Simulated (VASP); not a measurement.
A run of VASP 6.6.1 is set up as follows.

The input POSCAR:

```
PbS
1.0
    3.4596102803      0.0000000000      0.0000000000
    0.0000000000      3.4596102803      0.0000000000
    0.0000000000      0.0000000000      3.4596102803
Pb S
1 1
Direct
    0.0000000000      0.0000000000      0.0000000000
    0.5000000000      0.5000000000      0.5000000000
```

INCAR.step1

```
ALGO = Normal ; EDIFF = 1E-5
ENCUT = 550 ; GGA = PE
GGA_COMPAT = F ; ISMEAR = 0
LASPH = T ; LCHARG = F
LREAL = F ; LWAVE = T
NBANDS = 17 ; NELM = 120
PREC = Accurate ; SIGMA = 0.05
```

File INCAR.step2:

```
ALGO = Normal ; EDIFF = 1E-6
ENCUT = 550 ; GGA_COMPAT = F
ISIF = 2 ; ISMEAR = 0
ISTART = 1 ; IVDW = 12
LASPH = T ; LCHARG = F
LMIXTAU = T ; LREAL = F
LWAVE = F ; METAGGA = R2SCAN
NBANDS = 17 ; NELM = 120
PREC = Accurate ; SIGMA = 0.05
VDW_A1 = 0.49484001 ; VDW_A2 = 5.73083694
VDW_S6 = 1.0 ; VDW_S8 = 0.78981345
```

File KPOINTS:

```
k-points
0
Gamma
  10 10 10
```

Potentials or basis: VASP PAW PBE potentials, release 64 (Pb_d, S).

Command:

```console
$ cat potpaw_PBE.64/Pb_d/POTCAR potpaw_PBE.64/S/POTCAR > POTCAR
$ cp INCAR.step1 INCAR
$ mpirun -np 1 vasp_std > vasp.out
$ cp INCAR.step2 INCAR
$ mpirun -np 1 vasp_std > vasp.out
```

Problem. Estimate the band gap on the k mesh.

Solution. Zero (band 10 reaches 8.41 eV, above the bottom of band 11 at 7.27 eV).

Problem. What does it give for the dispersion energy per atom?

Solution. -0.208 eV.

Problem. What does it give for the pressure?

Solution. 10.8 GPa.

Caveat: the PAW data sets were made with another functional, which shifts forces and pressure a little; spin-orbit coupling is left out, which moves the levels of the heavy elements; pairwise dispersion overbinds metals, which lowers pressure and volume.
